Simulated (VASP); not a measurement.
Set up this calculation in VASP 6.6.1, as the native input.

- Task: single point
- Functional: PBE
- Potentials or basis: VASP PAW PBE potentials, release 64 (Hf_pv, B)
- Cutoff: 520 eV
- k mesh: 10 × 10 × 8
- Occupations: fermi-dirac, width 0.05 eV
- Spin: no spin polarisation
- Hubbard terms: Hf d U = 3.0 eV
- Dipole correction: no
- Further INCAR settings: ALGO = Normal; EDIFF = 1e-06; NBANDS = 15

The structure of HfB2 lies in POSCAR:

```
HfB2
1.0
    3.1483510755      0.0000000000      0.0000000000
   -1.5741755377      2.7265520114      0.0000000000
    0.0000000000      0.0000000000      3.5260674076
Hf B
1 2
Direct
    0.0000000000      0.0000000000      0.0000000000
    0.6666666667      0.3333333333      0.5000000000
    0.3333333333      0.6666666667      0.5000000000
```

One way to write it, as run:

INCAR

```
SYSTEM = HfB2
ALGO = Normal ; EDIFF = 1E-6
ENCUT = 520 ; GGA = PE
ISIF = 2 ; ISMEAR = -1
LASPH = .True. ; LCHARG = .False.
LDAU = .True. ; LDAUJ = 0 0
LDAUL = 2 -1 ; LDAUPRINT = 1
LDAUTYPE = 2 ; LDAUU = 3 0
LMAXMIX = 4 ; LREAL = .False.
LWAVE = .False. ; NBANDS = 15
NELM = 150 ; PREC = Accurate
SIGMA = 0.05
```

KPOINTS

```
k-points
0
Gamma
  10 10 8
  0 0 0
```

Potentials or basis: VASP PAW PBE potentials, release 64 (Hf_pv, B).

Launch:

```console
$ cat potpaw_PBE.64/Hf_pv/POTCAR potpaw_PBE.64/B/POTCAR > POTCAR
$ mpirun -np 1 vasp_std > vasp.out
```

Results of the run:

* Pressure: 5.0 GPa
* Band gap on the k mesh: zero (band 8 reaches 8.69 eV, above the bottom of band 9 at 7.70 eV)

Caveat: spin-orbit coupling is left out, which moves the levels of the heavy elements; U without spin polarisation on a metal has little footing; the U is typed as a test and isn't derived for this compound.

Wall time 37 s on 1 thread of Intel Xeon 8259CL, with other jobs on the host, peak memory 0.16 GiB.
